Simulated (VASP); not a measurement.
# Re (P6_3/mmc) in VASP: notebook

Re is run at these levels: PBE; tasks: electric field gradients.

Program: VASP 6.6.1. These are calculated values, not measurements. Logs are shortened: lines on timing, memory, paths and dates and some standing lists are left out, and cuts for length are marked.

### Step 1. The cell of the first run

It takes space group P6_3/mmc (No. 194, hexagonal). Conventional cell: a = 2.568 Å, b = 2.568 Å, c = 4.106 Å, α = 90.00°, β = 90.00°, γ = 120.00°. Within 3.3 Å of Re (site symmetry -6m2) lie 12 Re at 2.53 to 2.57 Å.

### Step 2. Electric field gradients, PBE (volume scaled by 0.96)

Input file INCAR:

```
ALGO = Normal ; EDIFF = 1E-8
ENCUT = 520 ; GGA = PE
ISIF = 2 ; ISMEAR = -1
LASPH = True ; LCHARG = False
LEFG = True ; LREAL = False
LWAVE = False ; NBANDS = 14
NELM = 60 ; PREC = Accurate
SIGMA = 0.05
```

Input file KPOINTS:

```
k-points
0
Gamma
  18 18 10
```

Input file POSCAR:

```
Re
1.0
    2.5677224212      0.0000000000      0.0000000000
   -1.2838612106      2.2237128466      0.0000000000
    0.0000000000      0.0000000000      4.1057498614
Re
2
Direct
    0.3333333333      0.6666666667      0.2500000000
    0.6666666667      0.3333333333      0.7500000000
```

Potentials or basis: VASP PAW PBE potentials, release 64 (Re).

The run is started by

```bash
$ cat potpaw_PBE.64/Re/POTCAR > POTCAR
$ mpirun -np 1 vasp_std > vasp.out
```

OUTCAR:

```text
EDIFF = 1E-8
   ENCUT = 520
   GGA = PE
   ISIF = 2
   ISMEAR = -1
   LASPH = True
   LREAL = False
   NELM = 60
   PREC = Accurate

 ion  position               nearest neighbor table
   1  0.333  0.667  0.250-   2 2.53   2 2.53   2 2.53   2 2.53   2 2.53   2 2.53
   2  0.667  0.333  0.750-   1 2.53   1 2.53   1 2.53   1 2.53   1 2.53   1 2.53

  LATTYP: Found a hexagonal cell.
 ALAT       =     2.5677224212
 C/A-ratio  =     1.5989850879

  Lattice vectors:

 A1 = (   2.5677224212,   0.0000000000,   0.0000000000)
 A2 = (  -1.2838612106,   2.2237128466,   0.0000000000)
 A3 = (   0.0000000000,   0.0000000000,   4.1057498614)

Analysis of symmetry for initial positions (statically):
=====================================================================
 Subroutine PRICEL returns:
 Original cell was already a primitive cell.

 Routine SETGRP: Setting up the symmetry group for a
 hexagonal supercell.

 Subroutine GETGRP returns: Found 24 space group operations
 (whereof 12 operations were pure point group operations)
 out of a pool of 24 trial point group operations.

The static configuration has the point symmetry D_3d.
 The point group associated with its full space group is D_6h.

Analysis of symmetry for dynamics (positions and initial velocities):
=====================================================================
 Subroutine PRICEL returns:
 Original cell was already a primitive cell.

 Routine SETGRP: Setting up the symmetry group for a
 hexagonal supercell.

 Subroutine GETGRP returns: Found 24 space group operations
 (whereof 12 operations were pure point group operations)
 out of a pool of 24 trial point group operations.

The dynamic configuration has the point symmetry D_3d.
 The point group associated with its full space group is D_6h.

 Subroutine INISYM returns: Found 24 space group operations
 (whereof 12 operations are pure point group operations),
 and found     1 'primitive' translations

----------------------------------------------------------------------------------------

                                     Primitive cell

  volume of cell :      23.4433

  direct lattice vectors                    reciprocal lattice vectors
     2.567722421  0.000000000  0.000000000     0.389450196  0.224849175  0.000000000
    -1.283861211  2.223712847  0.000000000     0.000000000  0.449698351  0.000000000
     0.000000000  0.000000000  4.105749861     0.000000000  0.000000000  0.243560868

  length of vectors
     2.567722421  2.567722421  4.105749861     0.449698351  0.449698351  0.243560868

  position of ions in fractional coordinates (direct lattice)
     0.333333333  0.666666667  0.250000000
     0.666666667  0.333333333  0.750000000

  ion indices of the primitive-cell ions
   primitive index   ion index
                 1           1
                 2           2

----------------------------------------------------------------------------------------

 KPOINTS: k-points

Automatic generation of k-mesh.
 Grid dimensions read from file:
 generate k-points for:   18   18   10

 Generating k-lattice:

  Cartesian coordinates                     Fractional coordinates (reciprocal lattice)
     0.021636122  0.012491621  0.000000000     0.055555556 -0.000000000  0.000000000
     0.000000000  0.024983242  0.000000000     0.000000000  0.055555556  0.000000000
     0.000000000  0.000000000  0.024356087     0.000000000  0.000000000  0.100000000

  Length of vectors
     0.024983242  0.024983242  0.024356087

  Shift w.r.t. Gamma in fractional coordinates (k-lattice)
     0.000000000  0.000000000  0.000000000

 Subroutine IBZKPT returns following result:
 ===========================================

 Found    222 irreducible k-points:

 Following reciprocal coordinates:
            Coordinates               Weight
  0.000000  0.000000  0.000000      1.000000
  0.055556  0.000000  0.000000      6.000000
  0.111111  0.000000  0.000000      6.000000
  0.166667 -0.000000  0.000000      6.000000
  0.222222  0.000000  0.000000      6.000000
  0.277778 -0.000000  0.000000      6.000000
[... 16 lines left out ...]
  0.333333  0.111111  0.000000     12.000000
  0.388889  0.111111  0.000000     12.000000
 [... further k-points ...]
   k-points           NKPTS =    222   k-points in BZ     NKDIM =    222   number of bands    NBANDS=     14
   number of dos      NEDOS =    301   number of ions     NIONS =      2
   total plane-waves  NPLWV =  12800
   dimension x,y,z NGX =    20 NGY =   20 NGZ =   32
   dimension x,y,z NGXF=    40 NGYF=   40 NGZF=   64
   ions per type =               2
   NGX,Y,Z   is equivalent  to a cutoff of  12.95, 12.95, 12.96 a.u.
   NGXF,Y,Z  is equivalent  to a cutoff of  25.90, 25.90, 25.91 a.u.
 SYSTEM =  unknown system
   PREC   = accura    normal or accurate (medium, high low for compatibility)
   ISTART =      0    job   : 0-new  1-cont  2-samecut
   ICHARG =      2    charge: 1-file 2-atom 10-const
   ISPIN  =      1    spin polarized calculation?
   LNONCOLLINEAR =      F non collinear calculations
   LSORBIT =      F    spin-orbit coupling
   LASPH  =      T    aspherical Exc in radial PAW
   ENCUT  =  520.0 eV  38.22 Ry    6.18 a.u.   4.77  4.77  7.63*2*pi/ulx,y,z
   NELM   =     60;   NELMIN=  2; NELMDL= -5     # of ELM steps
   EDIFF  = 0.1E-07   stopping-criterion for ELM
   LREAL  =      F    real-space projection
   EDIFFG = 0.1E-06   stopping-criterion for IOM
   NSW    =      0    number of steps for IOM
   IBRION =     -1    ionic relax: 0-MD 1-quasi-New 2-CG
   NFREE  =      0    steps in history (QN), initial steepest desc. (CG)
   ISIF   =      2    stress and relaxation
   ISYM   =      2    0-nonsym 1-usesym 2-fastsym
   POTIM  = 0.5000    time-step for ionic-motion
   TEBEG  =    0.0;   TEEND  =   0.0 temperature during run
   PSTRESS=    0.0 pullay stress
   NELECT =      14.0000    total number of electrons
   NUPDOWN=      -1.0000    fix difference up-down
   EMIN   =  10.00;   EMAX   =-10.00  energy-range for DOS
   EFERMI =   0.00;   METHOD = LEGACY
   ISMEAR =    -1;   SIGMA  =   0.05  broadening in eV -4-tet -1-fermi 0-gaus
   EFERMI_NEDOS =   21; number of points for ismear=-14 and -15
   IALGO  =     38    algorithm
   IMIX   =      4    mixing-type and parameters
     AMIX     =   0.40;   BMIX     =  1.00
     AMIX_MAG =   1.60;   BMIX_MAG =  1.00
  volume/ion in A,a.u.               =      11.72        79.10
  Fermi-wavevector in a.u.,A,eV,Ry     =   1.378620  2.605213 25.859121  1.900592
  Thomas-Fermi vector in A             =   2.503664
   LORBIT       =      0    0 simple, 1 ext, 2 COOP (PROOUT), +10 PAW based schemes
   GGA     = PE    functional components
   LHFCALC =     F    Hartree Fock is set to
   AEXX    =    0.0000 exact exchange contribution
   IVDW    =     0    specifies the selected vdW correction
   LEPSILON=     F    determine dielectric tensor
   LRPA    =     F    only Hartree local field effects (RPA)
 non-spin polarized calculation
  energy-cutoff  :      520.00
  volume of cell :       23.44
 maximum number of plane-waves:       656
 NGX is ok and might be reduce to    20
   NGX =  9   NGY =  9   NGZ = 15

 number of electron      13.9999999 magnetization

 Free energy of the ion-electron system (eV)
  ---------------------------------------------------
  ext. energy  EPLUGINS =         0.00000000
  ---------------------------------------------------
  free energy    TOTEN  =       -22.37054549 eV

  energy without entropy =      -22.35993598  energy(sigma->0) =      -22.36524073

 E-fermi :  10.9902     XC(G=0): -15.0140

 val. band max:       10.9887679160   @ k =   0.2778   0.0556   0.5000
 cond. band min:      10.9908298114   @ k =   0.3333   0.3333   0.1000
 fundamental gap:      0.0020618954
 Fermi energy:        10.9902199951

 k-point     1 :       0.0000    0.0000    0.0000
  band No.  band energies     occupation
      1      -0.4252      2.00000
      2       2.4733      2.00000
      3       8.6164      2.00000
      4       8.6164      2.00000
      5       8.8438      2.00000
      6       9.8616      2.00000
      7       9.8616      2.00000
      8      11.0013      0.89014
      9      11.0013      0.89014
     10      12.5530      0.00000
     11      15.4569      0.00000
     12      15.4569      0.00000
     13      24.2555      0.00000
     14      25.2481      0.00000

 k-point     2 :       0.0556    0.0000    0.0000
  band No.  band energies     occupation
      1      -0.2572      2.00000
      2       2.6302      2.00000
      3       8.1675      2.00000
      4       8.7726      2.00000
      5       9.2296      2.00000
      6       9.7344      2.00000
      7      10.0116      2.00000
      8      10.7341      1.98814
      9      10.8559      1.87246
     10      11.9219      0.00000
     11      15.5740      0.00000
     12      16.3468      0.00000
     13      24.3481      0.00000
     14      25.6416      0.00000

 k-point     3 :       0.1111    0.0000    0.0000
  band No.  band energies     occupation
      1       0.2266      2.00000
      2       3.0642      2.00000
      3       7.5581      2.00000
      4       9.2362      2.00000
      5       9.3500      2.00000
      6       9.7343      2.00000
      7       9.7888      2.00000
      8      10.4552      1.99995
      9      10.4794      1.99993
     10      11.2572      0.00956
     11      15.8654      0.00000
     12      18.0045      0.00000
     13      24.4967      0.00000
     14      26.7526      0.00000
[... 324 lines left out ...]
 k-point    23 :       0.3333    0.1111    0.0000
  band No.  band energies     occupation
      1       3.6839      2.00000
      2       4.1366      2.00000
      3       4.3429      2.00000
      4       7.8144      2.00000
      5       7.9913      2.00000
      6       9.6122      2.00000
      7       9.8231      2.00000
      8      14.1003      0.00000
      9      15.4102      0.00000
     10      16.7370      0.00000
     11      17.4061      0.00000
     12      23.5347      0.00000
     13      24.2921      0.00000
     14      25.9352      0.00000

 k-point    24 :       0.3889    0.1111    0.0000
  band No.  band energies     occupation
      1       3.4672      2.00000
      2       3.9584      2.00000
      3       4.2068      2.00000
      4       7.9376      2.00000
      5       8.5049      2.00000
      6       9.3452      2.00000
      7      10.2933      2.00000
      8      15.3873      0.00000
      9      16.1388      0.00000
     10      16.7781      0.00000
     11      18.7837      0.00000
     12      22.2266      0.00000
     13      24.0567      0.00000
     14      24.5442      0.00000

 [... further k-points ...]
[... 5 lines left out ...]
  --------------------------------------------------------------------------------------
  -------------------------------------------------------------------------------------
  Total       21.9894669     21.9894669     23.3529986     -0.0000000      0.0000000      0.0000000
  in kB     1502.8167163   1502.8167162   1596.0039845     -0.0000000      0.0000000      0.0000000
  external PRESSURE =    1533.8791390 kB  Pullay stress =       0.0000000 kB

 VOLUME and BASIS-vectors are now :
 -----------------------------------------------------------------------------
  energy-cutoff  :      520.00
  volume of cell :       23.44
      direct lattice vectors                 reciprocal lattice vectors
     2.567722421  0.000000000  0.000000000     0.389450196  0.224849175  0.000000000
    -1.283861211  2.223712847  0.000000000     0.000000000  0.449698351  0.000000000
     0.000000000  0.000000000  4.105749861     0.000000000  0.000000000  0.243560868

 POSITION                                       TOTAL-FORCE (eV/Angst)
 -----------------------------------------------------------------------------------
     -0.00000      1.48248      1.02644         0.000000      0.000000      0.000000
      1.28386      0.74124      3.07931        -0.000000      0.000000      0.000000
 -----------------------------------------------------------------------------------
    total drift:                                0.000000     -0.000000     -0.000000

  FREE ENERGIE OF THE ION-ELECTRON SYSTEM (eV)
  ---------------------------------------------------
  free  energy   TOTEN  =       -22.3705454871 eV

  energy  without entropy=      -22.3599359760  energy(sigma->0) =      -22.36524073

 Electric field gradients (V/A^2)
---------------------------------------------------------------------
 ion       V_xx      V_yy      V_zz      V_xy      V_xz      V_yz
---------------------------------------------------------------------
   1      55.074    55.074  -110.148     0.000     0.000    -0.000
   2      55.074    55.074  -110.148     0.000    -0.000     0.000
---------------------------------------------------------------------

 Electric field gradients after diagonalization (V/A^2)
 (convention: |V_zz| > |V_xx| > |V_yy|)
----------------------------------------------------------------------
 ion       V_xx      V_yy      V_zz     asymmetry (V_yy - V_xx)/ V_zz
----------------------------------------------------------------------
   1      55.074    55.074  -110.148       0.000
   2      55.074    55.074  -110.148       0.000
----------------------------------------------------------------------

           NMR quadrupolar parameters

 Cq : quadrupolar parameter    Cq=e*Q*V_zz/h
 eta: asymmetry parameters     (V_yy - V_xx)/ V_zz
 Q  : nuclear electric quadrupole moment in mb (millibarn)
----------------------------------------------------------------------
 ion       Cq(MHz)       eta       Q (mb)
----------------------------------------------------------------------
   1      -0.266       0.000       1.000
   2      -0.266       0.000       1.000
----------------------------------------------------------------------
```

Wall time 44 s (1 thread of Intel Xeon 6975P-C (Granite Rapids), shared host); peak memory 0.19 GiB.

Results:

```
Free energy            : -22.3705 eV
Pressure               : 153.4 GPa
Band gap on the k mesh : zero (band 7 reaches 13.47 eV, above the bottom of band 8 at 8.43 eV)
```

Stress tensor (GPa, compression positive):
```
150.28   0.00   0.00
  0.00 150.28   0.00
  0.00   0.00 159.60
```

Levels at points of the mesh, in eV from the Fermi level:
```
           k point  band 3  band 4  band 5  band 6  band 7  band 8  band 9  band 10  band 11  band 12
(0.00, 0.00, 0.00)   -2.37   -2.37   -2.15   -1.13   -1.13    0.01    0.01     1.56     4.47     4.47
(0.50, 0.00, 0.00)   -7.13   -2.94   -1.66   -1.60   -0.62    5.40    6.22     6.23     8.40     9.49
(0.00, 0.00, 0.50)   -2.97   -2.97   -2.56   -2.56   -2.56   -2.56    3.50     3.50     3.50     3.50
(0.50, 0.00, 0.50)   -5.64   -5.64    0.35    0.35    1.64    1.64    5.87     5.87     6.57     6.57
```

Electric field gradients, principal values (V/Å²):
```
atom   least  middle  greatest (by size)
1 Re  55.074  55.074            -110.148
2 Re  55.074  55.074            -110.148
```

Caveat: without QUAD_EFG the Cq values of the log hold for a quadrupole moment of 1 mb, not for the nuclei; spin-orbit coupling is left out, which moves the levels of the heavy elements.

### Step 3. Electric field gradients, PBE (volume scaled by 0.96)

Input file INCAR:

```
SYSTEM = Re
PREC = Accurate
ENCUT = 520
EDIFF = 1E-8
ISMEAR = -1
SIGMA = 0.05
LREAL = .FALSE.
LASPH = .TRUE.
NELM = 60
ALGO = Normal
ISIF = 2
LWAVE = .FALSE.
LCHARG = .FALSE.
GGA = PE
LEFG = .TRUE.
NBANDS = 14
```

Input file KPOINTS:

```
regular mesh
0
G
  18 18 10
  0 0 0
```

POSCAR is that of step 2.

Potentials or basis: VASP PAW PBE potentials, release 64 (Re).

The run is started by

```bash
$ cat potpaw_PBE.64/Re/POTCAR > POTCAR
$ mpirun -np 1 vasp_std > vasp.out
```

OUTCAR:

```text
SYSTEM = Re
   PREC = Accurate
   ENCUT = 520
   EDIFF = 1E-8
   ISMEAR = -1
   LREAL = .FALSE.
   LASPH = .TRUE.
   NELM = 60
   ISIF = 2
   GGA = PE

 ion  position               nearest neighbor table
   1  0.333  0.667  0.250-   2 2.53   2 2.53   2 2.53   2 2.53   2 2.53   2 2.53
   2  0.667  0.333  0.750-   1 2.53   1 2.53   1 2.53   1 2.53   1 2.53   1 2.53

  LATTYP: Found a hexagonal cell.
 ALAT       =     2.5677224212
 C/A-ratio  =     1.5989850879

  Lattice vectors:

 A1 = (   2.5677224212,   0.0000000000,   0.0000000000)
 A2 = (  -1.2838612106,   2.2237128466,   0.0000000000)
[... 623 lines left out ...]
  free  energy   TOTEN  =       -22.3705454871 eV

  energy  without entropy=      -22.3599359760  energy(sigma->0) =      -22.36524073

 Electric field gradients (V/A^2)
---------------------------------------------------------------------
 ion       V_xx      V_yy      V_zz      V_xy      V_xz      V_yz
---------------------------------------------------------------------
   1      55.074    55.074  -110.148     0.000     0.000    -0.000
   2      55.074    55.074  -110.148     0.000    -0.000     0.000
---------------------------------------------------------------------

 Electric field gradients after diagonalization (V/A^2)
 (convention: |V_zz| > |V_xx| > |V_yy|)
----------------------------------------------------------------------
 ion       V_xx      V_yy      V_zz     asymmetry (V_yy - V_xx)/ V_zz
----------------------------------------------------------------------
   1      55.074    55.074  -110.148       0.000
   2      55.074    55.074  -110.148       0.000
----------------------------------------------------------------------

           NMR quadrupolar parameters

 Cq : quadrupolar parameter    Cq=e*Q*V_zz/h
 eta: asymmetry parameters     (V_yy - V_xx)/ V_zz
 Q  : nuclear electric quadrupole moment in mb (millibarn)
----------------------------------------------------------------------
 ion       Cq(MHz)       eta       Q (mb)
----------------------------------------------------------------------
   1      -0.266       0.000       1.000
   2      -0.266       0.000       1.000
----------------------------------------------------------------------
```

stdout:

```text
POSCAR found type information on POSCAR Re
 POSCAR found :  1 types and       2 ions
 scaLAPACK will be used
 LDA part: xc-table for (Slater+PW92), standard interpolation
 POSCAR, INCAR and KPOINTS ok, starting setup
 FFT: planning ... GRIDC
 FFT: planning ... GRID_SOFT
 FFT: planning ... GRID
 WAVECAR not read
 entering main loop
ion   1

ion   2
```

Wall time 43 s (1 thread of Intel Xeon 6975P-C (Granite Rapids), shared host); peak memory 0.18 GiB.

Results:

```yaml
Free_energy: -22.3705 eV
Pressure: 153.4 GPa
Band_gap_on_the_k_mesh: zero (band 7 reaches 13.47 eV, above the bottom of band 8 at 8.43 eV)
```

Electric field gradients, principal values (V/Å²):
| atom | least | middle | greatest (by size) |
| --- | --- | --- | --- |
| 1 Re | 55.074 | 55.074 | -110.148 |
| 2 Re | 55.074 | 55.074 | -110.148 |

Caveat: without QUAD_EFG the Cq values of the log hold for a quadrupole moment of 1 mb, not for the nuclei; spin-orbit coupling is left out, which moves the levels of the heavy elements.
